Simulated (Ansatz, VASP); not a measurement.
# Two plane-wave programs on Ag2Sn2Au

```xyz
5
Lattice="0.0000 4.4653 0.0000 4.4653 0.0000 0.0000 2.2327 2.2327 -5.6080" Properties=species:S:1:pos:R:3 pbc="T T T"
Au    0.0000    0.0000    0.0000
Sn    2.2327    2.2327   -1.3347
Sn    4.4653    4.4653   -4.2733
Ag    2.2327    4.4653   -2.8040
Ag    4.4653    2.2327   -2.8040
```

Alike in both runs: task single point; functional r2SCAN; k mesh 4 × 4 × 4; occupations fermi-dirac, width 0.0682 eV; no spin polarisation.

|  | VASP | Ansatz |
| --- | --- | --- |
| version | VASP 6.6.1 | Ansatz 0.2.0 |
| potentials or method | VASP PAW PBE potentials, release 64 (Au, Sn_d, Ag), cutoff 520 eV | PAW plane waves |
| valence electrons in the cell | 61 | 85 |

VASP gave:

- gap on the k mesh at the Fermi level (eV): none
- pressure (GPa): 5.0
- traceless stress, the component that is largest in VASP (GPa): 2.33
- rms of the force components (eV/Å): 0.250

What did Ansatz give for the same quantities?

gap on the k mesh at the Fermi level (eV): none; pressure (GPa): 4.9; traceless stress, the component that is largest in VASP (GPa): 2.34; rms of the force components (eV/Å): 0.244.

VASP's potentials were made for PBE, not for r2SCAN. Atom by atom the forces differ by 0.006 eV/Å (rms over components). A gap of «none» marks a metal or a gap that the smearing closes. With one functional, cell and mesh, what is left measures potentials, basis and numerics. VASP's potentials hold 61 valence electrons a cell and Ansatz's 85, so a difference there can come from the potentials and not from the codes.

The k mesh is coarse, so the values compare programs but aren't converged. Spin-orbit coupling is off throughout.
